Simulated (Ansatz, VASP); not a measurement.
**MgI2: VASP beside Ansatz**

File INCAR:

```
SYSTEM = MgI2
  PREC = Accurate
  ENCUT = 520
  EDIFF = 1E-8
  ISMEAR = -1
  SIGMA = 0.03
  LREAL = .FALSE.
  LASPH = .TRUE.
  NELM = 60
  ALGO = Normal
  ISIF = 2
  LWAVE = .FALSE.
  LCHARG = .FALSE.
  GGA = PS
  LEFG = .TRUE.
  NBANDS = 15
```

KPOINTS

```
Automatic mesh
0
G
  7 7 4
  0 0 0
```

POSCAR

```
MgI2
1.0
    4.1537001214      0.0000000000      0.0000000000
   -2.0768500607      3.5972098248      0.0000000000
    0.0000000000      0.0000000000      6.7933800000
Mg I
1 2
Direct
    0.0000000000      0.0000000000      0.0000000000
    0.3333333333      0.6666666667      0.7576300000
    0.6666666667      0.3333333333      0.2423700000
```

Input for Ansatz:

```yaml
crystal:
  lattice:
    - [4.1537001214, 0.0, 0.0]
    - [-2.0768500607, 3.5972098248, 0.0]
    - [0.0, 0.0, 6.79338]
  atoms:
    - { symbol: Mg, position: [0.0, 0.0, 0.0] }
    - { symbol: I, position: [0.3333333333, 0.6666666667, 0.75763] }
    - { symbol: I, position: [0.6666666667, 0.3333333333, 0.24237] }
kpoints:
  mp_grid: { grid: [7, 7, 4] }
scf:
  occupations: { method: fermi_dirac, width: 0.03 }
hamiltonian:
  xc: pbesol
  pseudopotentials: { kind: all_electron, datasets: crystal }
output:
  forces: true
  stress: true
  eigenvalues: true
  efg: { contact_densities: true }
```

Change from the starting cell: zz strain of -1 %, crystal datasets.

Alike in both runs: task electric field gradients; functional PBEsol; k mesh 7 × 7 × 4; occupations fermi-dirac, width 0.03 eV; no spin polarisation.

|  | VASP | Ansatz |
| --- | --- | --- |
| version | VASP 6.6.1 | Ansatz 0.2.0 |
| potentials or method | VASP PAW PBE potentials, release 64 (Mg, I), cutoff 520 eV | all-electron PAW with datasets made for the crystal, scalar-relativistic |

VASP gave:

```
gap on the k mesh at the Fermi level (eV)                     : 3.41
pressure (GPa)                                                : 0.1
traceless stress, the component that is largest in VASP (GPa) : 0.45
rms of the force components (eV/Å)                            : 0.017
size of Vzz on the site where it differs most (V/Å²)          : 57.9
```

Question: Which values does Ansatz return?

Answer: gap on the k mesh at the Fermi level (eV): 3.43; pressure (GPa): 0.1; traceless stress, the component that is largest in VASP (GPa): 0.44; rms of the force components (eV/Å): 0.018; size of Vzz on the site where it differs most (V/Å²): 59.7.

VASP's potentials were made for PBE, not for PBEsol. Atom by atom the forces differ by 0.001 eV/Å (rms over components). Ansatz ran all-electron here, and VASP with PAW potentials.

Neither program's run includes spin-orbit coupling.
